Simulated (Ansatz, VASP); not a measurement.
## Al3Ni5 in VASP and in Ansatz

```xyz
8
Lattice="3.2911 -3.6961 0.0000 3.2911 3.6961 0.0000 0.0000 0.0000 3.7283" Properties=species:S:1:pos:R:3 pbc="T T T"
Al    3.2911    0.0000    0.0000
Al    3.2911   -2.0644    1.8642
Al    3.2911    2.0644    1.8642
Ni    0.0000    0.0000    0.0000
Ni    1.6456    1.8481    0.0000
Ni    1.6456   -1.8481    0.0000
Ni    1.8197    0.0000    1.8642
Ni    4.7625    0.0000    1.8642
```

Alike in both runs: task single point; functional r2SCAN; k mesh 8 × 8 × 10; occupations gaussian, width 0.15 eV; no spin polarisation.

```csv
,VASP,Ansatz
version,VASP 6.6.1,Ansatz 0.2.0
potentials or method,"VASP PAW PBE potentials, release 64 (Al, Ni), cutoff 520 eV","scalar-relativistic, plane waves, PAW"
valence electrons in the cell,59,99
```

```tsv
	VASP	Ansatz	Ansatz less VASP
gap on the k mesh at the Fermi level (eV)	none	none	-
pressure (GPa)	0.1	0.0	-0.05
traceless stress, the component that is largest in VASP (GPa)	-0.26	-0.08	+0.179
```

VASP's potentials were made for PBE, not for r2SCAN. A gap of «none» marks a metal or a gap that the smearing closes. The functional is the same, so the differences come from potentials, cutoffs and numerics. VASP's potentials hold 59 valence electrons a cell and Ansatz's 99, so a difference there can come from the potentials and not from the codes.
